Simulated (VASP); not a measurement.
Write the native input for VASP 6.6.1 that does the following.

- Task: single point
- Functional: PBE
- Potentials or basis: VASP PAW PBE potentials, release 64 (Ca_sv, C, O)
- Cutoff: 520 eV
- k mesh: 6 × 6 × 1
- Occupations: gaussian, width 0.1 eV
- Spin: no spin polarisation
- Dipole correction: yes
- Further INCAR settings: ALGO = Normal; EDIFF = 1e-06; NBANDS = 56

The structure of Ca8CO lies in POSCAR:

```
Ca8CO
1.0
    7.8132359319      0.0000000000      0.0000000000
   -3.9066179659      6.7664608028      0.0000000000
    0.0000000000      0.0000000000     21.1477493937
Ca C O
8 1 1
Direct
    0.3333333333      0.1666666667      0.1891454228
    0.3333333333      0.6666666667      0.1891454228
    0.8333333333      0.1666666667      0.1891454228
    0.8333333333      0.6666666667      0.1891454228
    0.1666666667      0.3333333333      0.3308980669
    0.1666666667      0.8333333333      0.3308980669
    0.6666666667      0.3333333333      0.3308980669
    0.6666666667      0.8333333333      0.3308980669
    0.5000000000      0.0000000000      0.3914246022
    0.5000000000      0.0000000000      0.4458039112
```

These files were run (other wordings do the same):

INCAR

```
SYSTEM = Ca8CO
PREC = Accurate
ENCUT = 520
EDIFF = 1E-6
ISMEAR = 0
SIGMA = 0.1
LREAL = .False.
LASPH = .True.
NELM = 80
ALGO = Normal
ISIF = 2
LWAVE = .False.
LCHARG = .False.
LDIPOL = .True.
IDIPOL = 3
DIPOL = 0.5 0.5 0.292
GGA = PE
NBANDS = 56
```

KPOINTS

```
Automatic mesh
0
Gamma
  6 6 1
  0 0 0
```

Potentials or basis: VASP PAW PBE potentials, release 64 (Ca_sv, C, O).

The run is started by

```bash
$ cat potpaw_PBE.64/Ca_sv/POTCAR potpaw_PBE.64/C/POTCAR potpaw_PBE.64/O/POTCAR > POTCAR
$ mpirun -np 1 vasp_std > vasp.out
```

Results of the run:

```json
{
  "Largest force": "5.345 eV/Å",
  "Band gap on the k mesh": "zero (bands 45 and 46 overlap by 0.15 eV)"
}
```

Run time: 16 min on 1 thread of Intel(R) Xeon(R) 6975P-C (Granite Rapids), on a shared host, peak memory 1.2 GiB.
